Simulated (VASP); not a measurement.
# FeCo (Wairauite) (Pm-3m) in VASP: single point with PBEsol

Aim: the single point of FeCo (Wairauite) with PBEsol.

Program: VASP 6.6.1. These are calculated values, not measurements. Logs are shortened: lines on timing, memory, paths and dates and some standing lists are left out, and cuts for length are marked.

### 1 The cell of the first run

It takes space group Pm-3m (No. 221, cubic). The conventional cell has a = 2.857 Å, b = 2.857 Å, c = 2.857 Å, α = 90.00°, β = 90.00°, γ = 90.00°. Within 3.3 Å of Fe (site symmetry m-3m) lie 8 Co at 2.47 Å and 6 Fe at 2.86 Å. Co (site symmetry m-3m) has 8 Fe at 2.47 Å and 6 Co at 2.86 Å within 3.3 Å.

### 2 Single point, PBEsol, collinear spin, ferromagnetic start

The input, INCAR:

```
SYSTEM = FeCo
PREC = Accurate
ENCUT = 600
EDIFF = 1E-6
ISMEAR = -1
SIGMA = 0.01
LREAL = .FALSE.
LASPH = .TRUE.
NELM = 200
ALGO = Normal
ISIF = 2
LWAVE = .FALSE.
LCHARG = .FALSE.
ISPIN = 2
MAGMOM = 3.5 2.5
LORBIT = 11
LMAXMIX = 4
GGA = PS
NBANDS = 20
GGA_COMPAT = .FALSE.
```

The input, KPOINTS:

```
Automatic mesh
0
Gamma
  5 5 5
  0.5 0.5 0.5
```

The input, POSCAR:

```
FeCo
1.0
    2.8570000000      0.0000000000      0.0000000000
    0.0000000000      2.8570000000      0.0000000000
    0.0000000000      0.0000000000      2.8570000000
Fe Co
1 1
Direct
    0.5000000000      0.5000000000      0.5000000000
    0.0000000000      0.0000000000      0.0000000000
```

Potentials or basis: VASP PAW PBE potentials, release 64 (Fe, Co).

Started as:

```console
$ cat potpaw_PBE.64/Fe/POTCAR potpaw_PBE.64/Co/POTCAR > POTCAR
$ mpirun -np 1 vasp_std > vasp.out
```

OUTCAR:

```text
SYSTEM = FeCo
   PREC = Accurate
   ENCUT = 600
   EDIFF = 1E-6
   ISMEAR = -1
   LREAL = .FALSE.
   LASPH = .TRUE.
   NELM = 200
   ISIF = 2
   ISPIN = 2
   LORBIT = 11
   GGA = PS

 ion  position               nearest neighbor table
   1  0.500  0.500  0.500-   2 2.47   2 2.47   2 2.47   2 2.47   2 2.47   2 2.47   2 2.47   2 2.47

   2  0.000  0.000  0.000-   1 2.47   1 2.47   1 2.47   1 2.47   1 2.47   1 2.47   1 2.47   1 2.47

  LATTYP: Found a simple cubic cell.
 ALAT       =     2.8570000000

  Lattice vectors:

 A1 = (   2.8570000000,   0.0000000000,   0.0000000000)
 A2 = (   0.0000000000,   2.8570000000,   0.0000000000)
 A3 = (   0.0000000000,   0.0000000000,   2.8570000000)

Analysis of symmetry for initial positions (statically):
=====================================================================
 Subroutine PRICEL returns:
 Original cell was already a primitive cell.

 Routine SETGRP: Setting up the symmetry group for a
 simple cubic supercell.

 Subroutine GETGRP returns: Found 48 space group operations
 (whereof 48 operations were pure point group operations)
 out of a pool of 48 trial point group operations.

The static configuration has the point symmetry O_h .

Analysis of symmetry for dynamics (positions and initial velocities):
=====================================================================
 Subroutine PRICEL returns:
 Original cell was already a primitive cell.

 Routine SETGRP: Setting up the symmetry group for a
 simple cubic supercell.

 Subroutine GETGRP returns: Found 48 space group operations
 (whereof 48 operations were pure point group operations)
 out of a pool of 48 trial point group operations.

The dynamic configuration has the point symmetry O_h .

Analysis of structural, dynamic, and magnetic symmetry:
=====================================================================
 Subroutine PRICEL returns:
 Original cell was already a primitive cell.

 Routine SETGRP: Setting up the symmetry group for a
 simple cubic supercell.

 Subroutine GETGRP returns: Found 48 space group operations
 (whereof 48 operations were pure point group operations)
 out of a pool of 48 trial point group operations.

The overall configuration has the point symmetry O_h .

 Subroutine INISYM returns: Found 48 space group operations
 (whereof 48 operations are pure point group operations),
 and found     1 'primitive' translations

----------------------------------------------------------------------------------------

                                     Primitive cell

  volume of cell :      23.3201

  direct lattice vectors                    reciprocal lattice vectors
     2.857000000  0.000000000  0.000000000     0.350017501  0.000000000  0.000000000
     0.000000000  2.857000000  0.000000000     0.000000000  0.350017501  0.000000000
     0.000000000  0.000000000  2.857000000     0.000000000  0.000000000  0.350017501

  length of vectors
     2.857000000  2.857000000  2.857000000     0.350017501  0.350017501  0.350017501

  position of ions in fractional coordinates (direct lattice)
     0.500000000  0.500000000  0.500000000
     0.000000000  0.000000000  0.000000000

  ion indices of the primitive-cell ions
   primitive index   ion index
                 1           1
                 2           2

----------------------------------------------------------------------------------------

 KPOINTS: Automatic mesh

Automatic generation of k-mesh.
 Grid dimensions read from file:
 generate k-points for:    5    5    5

 Generating k-lattice:

  Cartesian coordinates                     Fractional coordinates (reciprocal lattice)
     0.070003500  0.000000000  0.000000000     0.200000000  0.000000000  0.000000000
     0.000000000  0.070003500  0.000000000     0.000000000  0.200000000  0.000000000
     0.000000000  0.000000000  0.070003500     0.000000000  0.000000000  0.200000000

  Length of vectors
     0.070003500  0.070003500  0.070003500

  Shift w.r.t. Gamma in fractional coordinates (k-lattice)
     0.500000000  0.500000000  0.500000000

 Subroutine IBZKPT returns following result:
 ===========================================

 Found     10 irreducible k-points:

 Following reciprocal coordinates:
            Coordinates               Weight
  0.100000  0.100000  0.100000      8.000000
  0.300000  0.100000  0.100000     24.000000
  0.500000  0.100000  0.100000     12.000000
  0.300000  0.300000  0.100000     24.000000
  0.500000  0.300000  0.100000     24.000000
  0.500000  0.500000  0.100000      6.000000
  0.300000  0.300000  0.300000      8.000000
  0.500000  0.300000  0.300000     12.000000
  0.500000  0.500000  0.300000      6.000000
  0.500000  0.500000  0.500000      1.000000
   k-points           NKPTS =     10   k-points in BZ     NKDIM =     10   number of bands    NBANDS=     20
   number of dos      NEDOS =    301   number of ions     NIONS =      2
   total plane-waves  NPLWV =  13824
   dimension x,y,z NGX =    24 NGY =   24 NGZ =   24
   dimension x,y,z NGXF=    48 NGYF=   48 NGZF=   48
   ions per type =               1   1
   NGX,Y,Z   is equivalent  to a cutoff of  13.97, 13.97, 13.97 a.u.
   NGXF,Y,Z  is equivalent  to a cutoff of  27.93, 27.93, 27.93 a.u.
 SYSTEM =  FeCo
   PREC   = accura    normal or accurate (medium, high low for compatibility)
   ISTART =      0    job   : 0-new  1-cont  2-samecut
   ICHARG =      2    charge: 1-file 2-atom 10-const
   ISPIN  =      2    spin polarized calculation?
   LNONCOLLINEAR =      F non collinear calculations
   LSORBIT =      F    spin-orbit coupling
   LASPH  =      T    aspherical Exc in radial PAW
   ENCUT  =  600.0 eV  44.10 Ry    6.64 a.u.   5.71  5.71  5.71*2*pi/ulx,y,z
   NELM   =    200;   NELMIN=  2; NELMDL= -5     # of ELM steps
   EDIFF  = 0.1E-05   stopping-criterion for ELM
   LREAL  =      F    real-space projection
   EDIFFG = 0.1E-04   stopping-criterion for IOM
   NSW    =      0    number of steps for IOM
   IBRION =     -1    ionic relax: 0-MD 1-quasi-New 2-CG
   NFREE  =      0    steps in history (QN), initial steepest desc. (CG)
   ISIF   =      2    stress and relaxation
   ISYM   =      2    0-nonsym 1-usesym 2-fastsym
   POTIM  = 0.5000    time-step for ionic-motion
   TEBEG  =    0.0;   TEEND  =   0.0 temperature during run
   PSTRESS=    0.0 pullay stress
   NELECT =      17.0000    total number of electrons
   NUPDOWN=      -1.0000    fix difference up-down
   EMIN   =  10.00;   EMAX   =-10.00  energy-range for DOS
   EFERMI =   0.00;   METHOD = LEGACY
   ISMEAR =    -1;   SIGMA  =   0.01  broadening in eV -4-tet -1-fermi 0-gaus
   EFERMI_NEDOS =   21; number of points for ismear=-14 and -15
   IALGO  =     38    algorithm
   IMIX   =      4    mixing-type and parameters
     AMIX     =   0.40;   BMIX     =  1.00
     AMIX_MAG =   1.60;   BMIX_MAG =  1.00
  volume/ion in A,a.u.               =      11.66        78.69
  Fermi-wavevector in a.u.,A,eV,Ry     =   1.473378  2.784281 29.536115  2.170843
  Thomas-Fermi vector in A             =   2.588279
   LORBIT       =     11    0 simple, 1 ext, 2 COOP (PROOUT), +10 PAW based schemes
   GGA     = PS    functional components
   LHFCALC =     F    Hartree Fock is set to
   AEXX    =    0.0000 exact exchange contribution
   IVDW    =     0    specifies the selected vdW correction
   LEPSILON=     F    determine dielectric tensor
   LRPA    =     F    only Hartree local field effects (RPA)
 spin polarized calculation
  energy-cutoff  :      600.00
  volume of cell :       23.32
 maximum number of plane-waves:       792
 NGX is ok and might be reduce to    24
   NGX = 11   NGY = 11   NGZ = 11

 number of electron      16.9999996 magnetization       4.2799672

 Free energy of the ion-electron system (eV)
  ---------------------------------------------------
  ext. energy  EPLUGINS =         0.00000000
  ---------------------------------------------------
  free energy    TOTEN  =       -16.60109682 eV

  energy without entropy =      -16.60027282  energy(sigma->0) =      -16.60068482

 E-fermi :   7.8539     XC(G=0): -13.1399

 val. band max:        7.8350031777   @ k =   0.3000   0.1000   0.1000
 cond. band min:       7.9052061280   @ k =   0.3000   0.1000   0.1000
 fundamental gap:      0.0702029502
 Fermi energy:         7.8538938857

 spin component 1

 k-point     1 :       0.1000    0.1000    0.1000
  band No.  band energies     occupation
      1      -0.6315      1.00000
      2       2.7419      1.00000
      3       2.7419      1.00000
      4       4.6348      1.00000
      5       4.6348      1.00000
      6       5.0952      1.00000
[... 12 lines left out ...]
     19      29.3058      0.00000
     20      32.6114      0.00000
[... 185 lines left out ...]
 k-point    10 :       0.5000    0.5000    0.5000
  band No.  band energies     occupation
      1       3.7757      1.00000
      2       3.7757      1.00000
      3       3.7757      1.00000
      4       4.0657      1.00000
      5       4.0657      1.00000
      6       4.0657      1.00000
[... 12 lines left out ...]
     19      43.7209      0.00000
     20      45.6802      0.00000
 Fermi energy:         7.8538938857

 spin component 2

 k-point     1 :       0.1000    0.1000    0.1000
  band No.  band energies     occupation
      1      -0.4433      1.00000
      2       4.4819      1.00000
      3       4.4819      1.00000
      4       6.4555      1.00000
      5       6.4555      1.00000
      6       6.8934      1.00000
[... 12 lines left out ...]
     19      29.4954      0.00000
     20      32.4685      0.00000
[... 185 lines left out ...]
 k-point    10 :       0.5000    0.5000    0.5000
  band No.  band energies     occupation
      1       5.1645      1.00000
      2       5.1645      1.00000
      3       5.1645      1.00000
      4       5.5592      1.00000
      5       5.5592      1.00000
      6       5.5592      1.00000
[... 12 lines left out ...]
     19      45.5244      0.00000
     20      45.5521      0.00000

------------------------ aborting loop because EDIFF is reached ----------------------------------------

  FORCE on cell =-STRESS in cart. coord.  units (eV):
  Direction    XX          YY          ZZ          XY          YZ          ZX
  --------------------------------------------------------------------------------------
  -------------------------------------------------------------------------------------
  Total       -1.9913303     -1.9913303     -1.9913303     -0.0000000     -0.0000000      0.0000000
  in kB     -136.8116737   -136.8116737   -136.8116737     -0.0000000     -0.0000000      0.0000000
  external PRESSURE =    -136.8116737 kB  Pullay stress =       0.0000000 kB

 VOLUME and BASIS-vectors are now :
 -----------------------------------------------------------------------------
  energy-cutoff  :      600.00
  volume of cell :       23.32
      direct lattice vectors                 reciprocal lattice vectors
     2.857000000  0.000000000  0.000000000     0.350017501  0.000000000  0.000000000
     0.000000000  2.857000000  0.000000000     0.000000000  0.350017501  0.000000000
     0.000000000  0.000000000  2.857000000     0.000000000  0.000000000  0.350017501

 POSITION                                       TOTAL-FORCE (eV/Angst)
 -----------------------------------------------------------------------------------
      1.42850      1.42850      1.42850         0.000000      0.000000      0.000000
      0.00000      0.00000      0.00000         0.000000      0.000000      0.000000
 -----------------------------------------------------------------------------------
    total drift:                                0.000000      0.000000     -0.000000

  FREE ENERGIE OF THE ION-ELECTRON SYSTEM (eV)
  ---------------------------------------------------
  free  energy   TOTEN  =       -16.6010968164 eV

  energy  without entropy=      -16.6002728184  energy(sigma->0) =      -16.60068482

 total charge

# of ion       s       p       d       tot
------------------------------------------
    1        0.469   0.509   6.156   7.134
    2        0.476   0.494   7.240   8.210
--------------------------------------------------
tot          0.945   1.004  13.396  15.345

 magnetization (x)

# of ion       s       p       d       tot
------------------------------------------
    1        0.001  -0.050   2.709   2.660
    2       -0.011  -0.057   1.713   1.646
--------------------------------------------------
tot         -0.010  -0.107   4.423   4.305
```

Run time: 32 s. Hardware: 1 thread of Intel Xeon 8259CL, shared host; peak memory 0.15 GiB.

What came out:

```
Free energy                                           : -16.6011 eV
Pressure                                              : -13.7 GPa
Net moment                                            : 4.28 μB per cell
Site moments                                          : Fe +2.66; Co +1.65 μB
Valence electrons inside the program's atomic spheres : Fe 7.13; Co 8.21
```

Caveat: the k points lie up to 0.44 Å⁻¹ apart; the PAW data sets were made with another functional, which shifts forces and pressure a little.
